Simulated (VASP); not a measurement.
Input of a VASP 6.6.1 run:

INCAR

```
PREC = Accurate ; ENCUT = 600
EDIFF = 1E-7 ; ISMEAR = 0
SIGMA = 0.1 ; LREAL = F
LASPH = T ; NELM = 100
ALGO = Normal ; ISIF = 3
LWAVE = F ; LCHARG = F
GGA = PE ; IBRION = 2
NSW = 90 ; EDIFFG = -0.04
```

Contents of KPOINTS:

```
Automatic mesh
0
Gamma
  6 6 2
```

The input POSCAR:

```
Li3Os
1.0
    3.0821822400      0.0000000000      0.0000000000
   -1.5410911200      2.6692481200      0.0000000000
    0.0000000000      0.0000000000      9.3772228000
Li Os
3 1
Direct
    0.6666666700      0.3333333300      0.7397164500
    0.0000000000      0.0000000000      0.0000000000
    0.3333333300      0.6666666700      0.2602835500
    0.0000000000      0.0000000000      0.5000000000
```

Potentials or basis: VASP PAW PBE potentials, release 64 (Li_sv, Os).

Command:

```console
$ cat potpaw_PBE.64/Li_sv/POTCAR potpaw_PBE.64/Os/POTCAR > POTCAR
$ mpirun -np 1 vasp_std > vasp.out
```

(1) Predict the space group after relaxing (to 0.1 Å).

(2) Estimate the relaxed cell.

Answers

(1) P-3m1 (No. 164).

(2) a = 2.678 Å, b = 2.678 Å, c = 9.752 Å, α = 90.00°, β = 90.00°, γ = 120.00°.
